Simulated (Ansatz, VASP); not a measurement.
## Two plane-wave programs on AlN

```xyz
4
Lattice="3.1316 0.0000 0.0000 -1.5658 2.7120 0.0000 0.0000 0.0000 5.0110" Properties=species:S:1:pos:R:3 pbc="T T T"
Al    0.0000    1.8080    0.0000
Al    1.5658    0.9040    2.5055
N     0.0000    1.8080    1.9292
N     1.5658    0.9040    4.4347
```

Change from the starting cell: volume scaled by 1.02, PAW files.

Alike in both runs: task electric field gradients; functional PBEsol; k mesh 10 × 10 × 6; occupations fermi-dirac, width 0.03 eV; no spin polarisation.

|  | VASP | Ansatz |
| --- | --- | --- |
| version | VASP 6.6.1 | Ansatz 0.2.0 |
| potentials or method | VASP PAW PBE potentials, release 64 (Al, N) | PAW with Ansatz's default frozen-core files, scalar-relativistic |
| plane-wave cutoff (eV) | 520 | 420 |
| valence electrons in the cell | 16 | 16 |

Ansatz gave:

| Property | Result |
| --- | --- |
| gap on the k mesh at the Fermi level (eV) | 3.90 |
| pressure (GPa) | -3.3 |
| traceless stress, the component that is largest in VASP (GPa) | -0.98 |
| rms of the force components (eV/Å) | 0.101 |
| size of Vzz on the site where it differs most (V/Å²) | 0.2 |

Estimate VASP's values.

gap on the k mesh at the Fermi level (eV): 3.92; pressure (GPa): -3.4; traceless stress, the component that is largest in VASP (GPa): -1.00; rms of the force components (eV/Å): 0.102; size of Vzz on the site where it differs most (V/Å²): 0.5.

VASP's potentials were made for PBE, not for PBEsol. Atom by atom the forces differ by 0.001 eV/Å (rms over components).
